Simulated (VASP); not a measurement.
# SiC in VASP: notebook, part 2 of 2

VASP 6.6.1.

### 3 Single point, PBEsol

INCAR

```
SYSTEM = SiC
ALGO     = Normal         ! electronic algorithm
EDIFF    = 1E-7           ! SCF threshold, eV
ENCUT    = 520            ! plane-wave cutoff, eV
GGA      = PS             ! functional
ISIF     = 2              ! what is computed and relaxed
ISMEAR   = 0              ! smearing method
LASPH    = .TRUE.         ! aspherical terms in the spheres
LCHARG   = .TRUE.         ! write CHGCAR
LELF     = .TRUE.         ! ELF
LREAL    = .FALSE.        ! projectors in reciprocal space
LVHAR    = .TRUE.       
LWAVE    = .FALSE.        ! write WAVECAR
NBANDS   = 11             ! bands
NELM     = 100            ! most SCF steps
PREC     = Accurate       ! precision mode
SIGMA    = 0.05           ! smearing width, eV
```

KPOINTS

```
k-points
0
G
  10 10 10
  0 0 0
```

POSCAR

```
SiC
1.0
    0.0000000000      2.2147686909      2.2147686909
    2.2147686909      0.0000000000      2.2147686909
    2.2147686909      2.2147686909      0.0000000000
Si C
1 1
Direct
    0.0023558652     -0.0023558652      0.0023558652
    0.7444913435      0.7555086565      0.7444913435
```

Potentials or basis: VASP PAW PBE potentials, release 64 (Si, C).

Started as:

```
$ cat potpaw_PBE.64/Si/POTCAR potpaw_PBE.64/C/POTCAR > POTCAR
$ mpirun -np 1 vasp_std > vasp.out
```

OUTCAR:

```text
SYSTEM = SiC
   EDIFF = 1E-7
   ENCUT = 520
   GGA = PS
   ISIF = 2
   ISMEAR = 0
   LASPH = .TRUE.
   LREAL = .FALSE.
   NELM = 100
   PREC = Accurate

 ion  position               nearest neighbor table
   1  0.002  0.998  0.002-   2 1.90   2 1.90   2 1.94   2 1.94
   2  0.744  0.756  0.744-   1 1.90   1 1.90   1 1.94   1 1.94

  LATTYP: Found a face centered cubic cell.
 ALAT       =     4.4295373818

  Lattice vectors:

 A1 = (   0.0000000000,   2.2147686909,   2.2147686909)
 A2 = (   2.2147686909,   0.0000000000,   2.2147686909)
 A3 = (   2.2147686909,   2.2147686909,   0.0000000000)

Analysis of symmetry for initial positions (statically):
=====================================================================
 Subroutine PRICEL returns:
 Original cell was already a primitive cell.

 Routine SETGRP: Setting up the symmetry group for a
 face centered cubic supercell.

 Subroutine GETGRP returns: Found  4 space group operations
 (whereof  4 operations were pure point group operations)
 out of a pool of 48 trial point group operations.

The static configuration has the point symmetry C_2v.

Analysis of symmetry for dynamics (positions and initial velocities):
[... 166 lines left out ...]
 k-point     1 :       0.0000    0.0000    0.0000
  band No.  band energies     occupation
      1      -7.5285      2.00000
      2       7.3502      2.00000
      3       7.5195      2.00000
      4       7.6761      2.00000
      5      13.1350      0.00000
      6      14.3639      0.00000
      7      14.4303      0.00000
      8      14.5086      0.00000
      9      21.6890      0.00000
     10      21.6901      0.00000
     11      23.0333      0.00000
[... 309 lines left out ...]
 k-point    24 :       0.1000    0.0000    0.4000
  band No.  band energies     occupation
      1      -5.0015      2.00000
      2       0.8545      2.00000
      3       6.0101      2.00000
      4       6.2620      2.00000
      5      12.7948      0.00000
      6      14.4349      0.00000
      7      15.4052      0.00000
      8      17.0810      0.00000
      9      20.5033      0.00000
     10      23.3927      0.00000
     11      23.4930      0.00000

 [... further k-points ...]
[... 5 lines left out ...]
  --------------------------------------------------------------------------------------
  -------------------------------------------------------------------------------------
  Total       -1.2875725     -1.3110921     -1.2875725      0.0000000      0.0000000     -0.2117377
  in kB      -94.9439222    -96.6782199    -94.9439222      0.0000000      0.0000000    -15.6132594
  external PRESSURE =     -95.5220214 kB  Pullay stress =       0.0000000 kB

 VOLUME and BASIS-vectors are now :
 -----------------------------------------------------------------------------
  energy-cutoff  :      520.00
  volume of cell :       21.73
      direct lattice vectors                 reciprocal lattice vectors
     0.000000000  2.214768691  2.214768691    -0.225757210  0.225757210  0.225757210
     2.214768691  0.000000000  2.214768691     0.225757210 -0.225757210  0.225757210
     2.214768691  2.214768691  0.000000000     0.225757210  0.225757210 -0.225757210

 POSITION                                       TOTAL-FORCE (eV/Angst)
 -----------------------------------------------------------------------------------
      2.21477      0.01044      2.21477         0.000000     -0.597112      0.000000
      3.32215      3.29775      3.32215         0.000000      0.597112      0.000000
 -----------------------------------------------------------------------------------
    total drift:                               -0.000000      0.000073     -0.000000

  FREE ENERGIE OF THE ION-ELECTRON SYSTEM (eV)
  ---------------------------------------------------
  free  energy   TOTEN  =       -15.8728187011 eV

  energy  without entropy=      -15.8728187011  energy(sigma->0) =      -15.87281870
```

OSZICAR:

```text
N       E                     dE             d eps       ncg     rms          rms(c)
DAV:   1     0.223924599486E+01    0.22392E+01   -0.38660E+03  3917   0.608E+02
DAV:   2    -0.169278706324E+02   -0.19167E+02   -0.18264E+02  4877   0.107E+02
DAV:   3    -0.175389065995E+02   -0.61104E+00   -0.60973E+00  4648   0.158E+01
DAV:   4    -0.175413457952E+02   -0.24392E-02   -0.24390E-02  4328   0.127E+00
DAV:   5    -0.175413569975E+02   -0.11202E-04   -0.11202E-04  4651   0.799E-02    0.825E+00
DAV:   6    -0.159385134954E+02    0.16028E+01   -0.59452E+00  4236   0.106E+01    0.367E+00
DAV:   7    -0.158872824704E+02    0.51231E-01   -0.31723E-01  4497   0.322E+00    0.168E+00
DAV:   8    -0.158730046042E+02    0.14278E-01   -0.19965E-02  4311   0.898E-01    0.162E-01
DAV:   9    -0.158727679006E+02    0.23670E-03   -0.18173E-03  4719   0.221E-01    0.108E-01
DAV:  10    -0.158728183519E+02   -0.50451E-04   -0.13969E-04  4263   0.737E-02    0.246E-02
DAV:  11    -0.158728184560E+02   -0.10410E-06   -0.16209E-05  4533   0.211E-02    0.576E-03
DAV:  12    -0.158728186774E+02   -0.22135E-06   -0.91000E-07  4359   0.566E-03    0.807E-04
DAV:  13    -0.158728187011E+02   -0.23662E-07   -0.33308E-08  2544   0.119E-03
   1 F= -.15872819E+02 E0= -.15872819E+02  d E =-.175221E-18
```

It took 24 s on 1 thread of Intel Xeon Platinum 8488C (Sapphire Rapids), shared host; peak memory 0.16 GiB.

What came out:

- Free energy: -15.8728 eV
- Pressure: -9.6 GPa
- Largest force: 0.597 eV/Å
- Band gap on the k mesh: 1.11 eV, indirect (least direct gap 4.31 eV)

Forces on the atoms (eV/Å):
```
Si   0.000 -0.597  0.000
C    0.000  0.597  0.000
```

Stress tensor (GPa, compression positive):
```
-9.49  0.00 -1.56
 0.00 -9.67  0.00
-1.56  0.00 -9.49
```

Caveat: the PAW data sets were made with another functional, which shifts forces and pressure a little.

### 4 Single point, PBEsol

This run uses another cell than the first one, of 9.58 Å³/atom, 0.882 times its volume.

INCAR: that of step 3 with these lines changed.

```diff
@@ -2,3 +2,3 @@
 ALGO     = Normal         ! electronic algorithm
-EDIFF    = 1E-7           ! SCF threshold, eV
+EDIFF    = 1E-6           ! SCF threshold, eV
 ENCUT    = 520            ! plane-wave cutoff, eV
```

KPOINTS is that of step 3.

POSCAR

```
SiC
1.0
    0.0000000000      2.1239298452      2.1239298452
    2.1239298452      0.0000000000      2.1239298452
    2.1239298452      2.1239298452      0.0000000000
Si C
1 1
Direct
    0.0000000000      0.0000000000      0.0000000000
    0.7500000000      0.7500000000      0.7500000000
```

Potentials or basis: VASP PAW PBE potentials, release 64 (Si, C).

Started as:

```
$ cat potpaw_PBE.64/Si/POTCAR potpaw_PBE.64/C/POTCAR > POTCAR
$ mpirun -np 1 vasp_std > vasp.out
```

OUTCAR:

```text
SYSTEM = SiC
   EDIFF = 1E-6
   ENCUT = 520
   GGA = PS
   ISIF = 2
   ISMEAR = 0
   LASPH = .TRUE.
   LREAL = .FALSE.
   NELM = 100
   PREC = Accurate

 ion  position               nearest neighbor table
   1  0.000  0.000  0.000-   2 1.84   2 1.84   2 1.84   2 1.84
   2  0.750  0.750  0.750-   1 1.84   1 1.84   1 1.84   1 1.84

  LATTYP: Found a face centered cubic cell.
 ALAT       =     4.2478596904

  Lattice vectors:

 A1 = (   0.0000000000,   2.1239298452,   2.1239298452)
[... 522 lines left out ...]

------------------------ aborting loop because EDIFF is reached ----------------------------------------

  FORCE on cell =-STRESS in cart. coord.  units (eV):
  Direction    XX          YY          ZZ          XY          YZ          ZX
  --------------------------------------------------------------------------------------
  -------------------------------------------------------------------------------------
  Total        2.3834945      2.3834945      2.3834945     -0.0000000     -0.0000000      0.0000000
  in kB      199.2848257    199.2848257    199.2848257     -0.0000000     -0.0000000      0.0000000
  external PRESSURE =     199.2848257 kB  Pullay stress =       0.0000000 kB

 VOLUME and BASIS-vectors are now :
 -----------------------------------------------------------------------------
  energy-cutoff  :      520.00
  volume of cell :       19.16
      direct lattice vectors                 reciprocal lattice vectors
     0.000000000  2.123929845  2.123929845    -0.235412672  0.235412672  0.235412672
     2.123929845  0.000000000  2.123929845     0.235412672 -0.235412672  0.235412672
     2.123929845  2.123929845  0.000000000     0.235412672  0.235412672 -0.235412672

 POSITION                                       TOTAL-FORCE (eV/Angst)
 -----------------------------------------------------------------------------------
      0.00000      0.00000      0.00000        -0.000000     -0.000000     -0.000000
      3.18589      3.18589      3.18589         0.000000      0.000000      0.000000
 -----------------------------------------------------------------------------------
    total drift:                               -0.000000     -0.000000     -0.000000

  FREE ENERGIE OF THE ION-ELECTRON SYSTEM (eV)
  ---------------------------------------------------
  free  energy   TOTEN  =       -15.8243684643 eV

  energy  without entropy=      -15.8243684643  energy(sigma->0) =      -15.82436846
```

It took 13 s on 1 thread of Intel Xeon 6975P-C, shared host; peak memory 0.1 GiB.

Results:

```
Free energy            : -15.8244 eV
Pressure               : 19.9 GPa
Band gap on the k mesh : 1.16 eV, indirect (least direct gap 4.52 eV)
```

Levels at points of the mesh, in eV from the valence-band top:
```csv
k point,band 1,band 2,band 3,band 4,band 5,band 6,band 7,band 8
"(0.00, 0.00, 0.00)",-16.04,0.00,0.00,0.00,7.09,7.79,7.79,7.79
"(0.50, 0.00, 0.00)",-12.14,-9.04,-1.07,-1.07,6.08,7.45,7.45,10.34
"(0.50, 0.50, 0.00)",-10.60,-8.09,-3.36,-3.36,1.16,4.47,14.86,14.86
```

Caveat: the PAW data sets were made with another functional, which shifts forces and pressure a little.

### 5 Single point, PBEsol

This run uses another cell than the first one, of 9.83 Å³/atom, 0.905 times its volume.

INCAR

```
PREC = Accurate
ENCUT = 520
EDIFF = 1E-6
ISMEAR = 0
SIGMA = 0.05
LREAL = False
LASPH = True
NELM = 100
ALGO = Normal
ISIF = 2
LWAVE = False
LCHARG = False
GGA = PS
NBANDS = 11
```

KPOINTS

```
regular mesh
0
Gamma
  10 10 10
```

POSCAR

```
SiC
1.0
    0.0000000000      2.1420104787      2.1420104787
    2.1420104787      0.0000000000      2.1420104787
    2.1420104787      2.1420104787      0.0000000000
Si C
1 1
Direct
    0.0000000000      0.0000000000      0.0000000000
    0.7500000000      0.7500000000      0.7500000000
```

Started as:

```
$ cat potpaw_PBE.64/Si/POTCAR potpaw_PBE.64/C/POTCAR > POTCAR
$ mpirun -np 1 vasp_std > vasp.out
```

Run time: 14 s. Hardware: 1 thread of Intel Xeon 6975P-C, shared host; peak memory 0.1 GiB.

Results (log left out):

```yaml
Free_energy: -15.8746 eV
Pressure: 12.8 GPa
Band_gap_on_the_k_mesh: 1.19 eV, indirect (least direct gap 4.49 eV)
```

Levels at points of the mesh, in eV from the valence-band top:
| k point | band 2 | band 3 | band 4 | band 5 | band 6 | band 7 |
| --- | --- | --- | --- | --- | --- | --- |
| (0.00, 0.00, 0.00) | 0.00 | 0.00 | 0.00 | 6.79 | 7.61 | 7.61 |
| (0.50, 0.00, 0.00) | -8.89 | -1.07 | -1.07 | 5.84 | 7.35 | 7.35 |
| (0.50, 0.50, 0.00) | -8.00 | -3.31 | -3.31 | 1.19 | 4.38 | 14.56 |

Caveat: the PAW data sets were made with another functional, which shifts forces and pressure a little. A k mesh can miss the band edges.

### 6 Overview

```csv
cell,gap on the mesh (eV),pressure (GPa)
"a = 3.132 Å, angles 60.0°, 2 atoms",1.11,-9.6
"a = 3.004 Å, angles 60.0°, 2 atoms",1.16,19.9
"a = 3.029 Å, angles 60.0°, 2 atoms",1.19,12.8
```

Some of these runs hold the atoms at other places in the same cell, which the table doesn't show; runs alike in all that it shows share one row.

Alike in all rows: task single point; level PBEsol; potentials or basis VASP PAW PBE potentials, release 64 (Si, C); no spin polarisation; k mesh 10 × 10 × 10; cutoff (eV) 520; smearing gaussian 0.05 eV.

Caveats: the PAW data sets were made with another functional, which shifts forces and pressure a little.

Absolute energies hang on the potentials; compare differences alone.
